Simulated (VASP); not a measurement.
# Ge3Pd (Pm-3m) in VASP: further runs, part 2 of 2

VASP 6.6.1. The steps go on from the part before.

**4. Relaxation of cell and atoms, PBE**

Contents of INCAR:

```
SYSTEM = Ge3Pd
PREC = Accurate ; ENCUT = 600
EDIFF = 1E-7 ; ISMEAR = 0
SIGMA = 0.1 ; LREAL = .False.
LASPH = .True. ; NELM = 80
ALGO = Normal ; ISIF = 3
LWAVE = .False. ; LCHARG = .False.
GGA = PE ; IBRION = 2
NSW = 100 ; EDIFFG = -0.01
```

Contents of KPOINTS:

```
regular mesh
0
Gamma
  12 12 12
  0 0 0
```

Contents of POSCAR:

```
Ge3Pd
1.0
    4.1377279248      0.0000000000      0.0000000000
    0.0000000000      4.1377279248      0.0000000000
    0.0000000000      0.0000000000      4.1377279248
Ge Pd
3 1
Direct
    0.0000000000      0.5000000000      0.5000000000
    0.5000000000      0.0000000000      0.5000000000
    0.5000000000      0.5000000000      0.0000000000
    0.0000000000      0.0000000000      0.0000000000
```

Potentials or basis: VASP PAW PBE potentials, release 64 (Ge_d, Pd).

Launch:

```bash
$ cat potpaw_PBE.64/Ge_d/POTCAR potpaw_PBE.64/Pd/POTCAR > POTCAR
$ mpirun -np 1 vasp_std > vasp.out
```

OUTCAR:

```text
SYSTEM = Ge3Pd
   PREC = Accurate
   ENCUT = 600
   EDIFF = 1E-7
   ISMEAR = 0
   LREAL = .False.
   LASPH = .True.
   NELM = 80
   ISIF = 3
   GGA = PE
   IBRION = 2
   NSW = 100
   EDIFFG = -0.01

 ion  position               nearest neighbor table
   1  0.000  0.500  0.500-   4 2.93   4 2.93   4 2.93   4 2.93
   2  0.500  0.000  0.500-   4 2.93   4 2.93   4 2.93   4 2.93
   3  0.500  0.500  0.000-   4 2.93   4 2.93   4 2.93   4 2.93
   4  0.000  0.000  0.000-   1 2.93   2 2.93   3 2.93   1 2.93   2 2.93   1 2.93   3 2.93   1 2.93
                             2 2.93   3 2.93   2 2.93   3 2.93

  LATTYP: Found a simple cubic cell.
 ALAT       =     4.1377279248

  Lattice vectors:

 A1 = (   4.1377279248,   0.0000000000,   0.0000000000)
 A2 = (   0.0000000000,   4.1377279248,   0.0000000000)
 A3 = (   0.0000000000,   0.0000000000,   4.1377279248)

Analysis of symmetry for initial positions (statically):
=====================================================================
 Subroutine PRICEL returns:
 Original cell was already a primitive cell.

 Routine SETGRP: Setting up the symmetry group for a
 simple cubic supercell.
[... 179 lines left out ...]
  --------------------------------------------------------------------------------------
  -------------------------------------------------------------------------------------
  Total        0.2453173      0.2453173      0.2453173     -0.0000000      0.0000000     -0.0000000
  in kB        5.5482110      5.5482110      5.5482110     -0.0000000      0.0000000     -0.0000000
  external PRESSURE =       5.5482110 kB  Pullay stress =       0.0000000 kB
[... 63 lines left out ...]
--------------------------------------- Ionic step        3  -------------------------------------------

 number of electron      52.0000052 magnetization

 Free energy of the ion-electron system (eV)
  ---------------------------------------------------
  ext. energy  EPLUGINS =         0.00000000
  ---------------------------------------------------
  free energy    TOTEN  =       -18.47869005 eV

  energy without entropy =      -18.46558447  energy(sigma->0) =      -18.47213726

 E-fermi :   7.5083     XC(G=0): -11.6881

 val. band max:        7.4918564175   @ k =   0.5000   0.1667   0.0000
 cond. band min:       7.5153305037   @ k =   0.5000   0.2500   0.0000
 fundamental gap:      0.0234740862
 Fermi energy:         7.5082575116

 k-point     1 :       0.0000    0.0000    0.0000
  band No.  band energies     occupation
      1     -17.2656      2.00000
      2     -17.2656      2.00000
      3     -17.2656      2.00000
      4     -17.2568      2.00000
      5     -17.1982      2.00000
      6     -17.1982      2.00000
[... 805 lines left out ...]
     30      10.3726      0.00000
     31      12.4446      0.00000

 [... further k-points ...]

------------------------ aborting loop because EDIFF is reached ----------------------------------------

  FORCE on cell =-STRESS in cart. coord.  units (eV):
  Direction    XX          YY          ZZ          XY          YZ          ZX
  --------------------------------------------------------------------------------------
  -------------------------------------------------------------------------------------
  Total        0.0060037      0.0060037      0.0060037     -0.0000000      0.0000000     -0.0000000
  in kB        0.1348913      0.1348913      0.1348913     -0.0000000      0.0000000     -0.0000000
  external PRESSURE =       0.1348913 kB  Pullay stress =       0.0000000 kB
[... 19 lines left out ...]
  FREE ENERGIE OF THE ION-ELECTRON SYSTEM (eV)
  ---------------------------------------------------
  free  energy   TOTEN  =       -18.4786900547 eV

  energy  without entropy=      -18.4655844749  energy(sigma->0) =      -18.47213726

 reached required accuracy - stopping structural energy minimisation
```

CONTCAR:

```text
Ge3Pd
   1.00000000000000
     4.1468136516028915    0.0000000000000000   -0.0000000000000000
    -0.0000000000000000    4.1468136516028915   -0.0000000000000000
     0.0000000000000000    0.0000000000000000    4.1468136516028915
  Ge              Pd
     3     1
Direct
     0.0000000000000000    0.5000000000000000    0.5000000000000000
     0.5000000000000000    0.0000000000000000    0.5000000000000000
     0.5000000000000000    0.5000000000000000    0.0000000000000000
     0.0000000000000000    0.0000000000000000    0.0000000000000000

  0.00000000E+00  0.00000000E+00  0.00000000E+00
  0.00000000E+00  0.00000000E+00  0.00000000E+00
  0.00000000E+00  0.00000000E+00  0.00000000E+00
  0.00000000E+00  0.00000000E+00  0.00000000E+00
```

Wall time 6.7 min (1 thread of Intel Xeon 8259CL, shared host); peak memory 0.35 GiB.

Results:

* Free energy: -18.4787 eV
* Relaxed volume: 17.83 Å³/atom
* Relaxed cell: a = 4.147 Å, b = 4.147 Å, c = 4.147 Å, α = 90.00°, β = 90.00°, γ = 90.00°
* Space group after relaxing (to 0.1 Å): Pm-3m (No. 221)
* Energy gained by relaxing: 0.2 meV/atom
* Ionic steps: 3
* Pressure after relaxing: 0.0 GPa
* Band gap on the k mesh: zero (bands 26 and 27 overlap by 2.12 eV)

The path:
```
step  energy change (eV)  largest force (eV/Å)  pressure (GPa)  volume (Å³)
   1              0.0000                0.0000            0.55        70.84
   2             -0.0007                0.0000           -0.18        71.47
   3             -0.0008                0.0000            0.01        71.31
```

Final structure:
```cif
data_structure
_symmetry_space_group_name_H-M 'P 1'
_symmetry_Int_Tables_number 1
_cell_length_a 4.1468
_cell_length_b 4.1468
_cell_length_c 4.1468
_cell_angle_alpha 90.000
_cell_angle_beta 90.000
_cell_angle_gamma 90.000
_cell_volume 71.31
loop_
_atom_site_label
_atom_site_type_symbol
_atom_site_fract_x
_atom_site_fract_y
_atom_site_fract_z
_atom_site_occupancy
Ge1 Ge 0.00000 0.50000 0.50000 1
Ge2 Ge 0.50000 0.00000 0.50000 1
Ge3 Ge 0.50000 0.50000 0.00000 1
Pd1 Pd 0.00000 0.00000 0.00000 1
```

Levels at points of the mesh, in eV from the Fermi level:
| k point | band 23 | band 24 | band 25 | band 26 | band 27 | band 28 | band 29 | band 30 |
| --- | --- | --- | --- | --- | --- | --- | --- | --- |
| (0.00, 0.00, 0.00) | -2.64 | -2.64 | -1.58 | -1.58 | 0.86 | 2.99 | 2.99 | 2.99 |
| (0.50, 0.00, 0.00) | -2.38 | -0.29 | -0.29 | -0.03 | -0.03 | 0.34 | 0.83 | 2.69 |
| (0.50, 0.50, 0.00) | -2.09 | -2.07 | -0.17 | 0.08 | 0.97 | 0.97 | 2.43 | 2.43 |
| (0.50, 0.50, 0.50) | -2.29 | -2.29 | -1.59 | -1.59 | -1.59 | -0.28 | 7.41 | 7.41 |

**5. The runs side by side**

```csv
task,spin,cell,k mesh,cutoff (eV),gap on the mesh (eV),pressure (GPa)
single point,collinear,"a = 4.138 Å, 4 atoms",4 × 4 × 4,520,none,0.1
single point,off,"a = 4.146 Å, 4 atoms",12 × 12 × 12,520,none,0.0
relaxation of cell and atoms,off,"relaxed from a = 4.138 Å, 4 atoms",12 × 12 × 12,600,none,0.0
```

Alike in all rows: level PBE; potentials or basis VASP PAW PBE potentials, release 64 (Ge_d, Pd); smearing gaussian 0.1 eV.

Caveats: some runs use coarse meshes.

Total energies depend on the potentials used, so only differences within one code and one set of settings carry meaning.
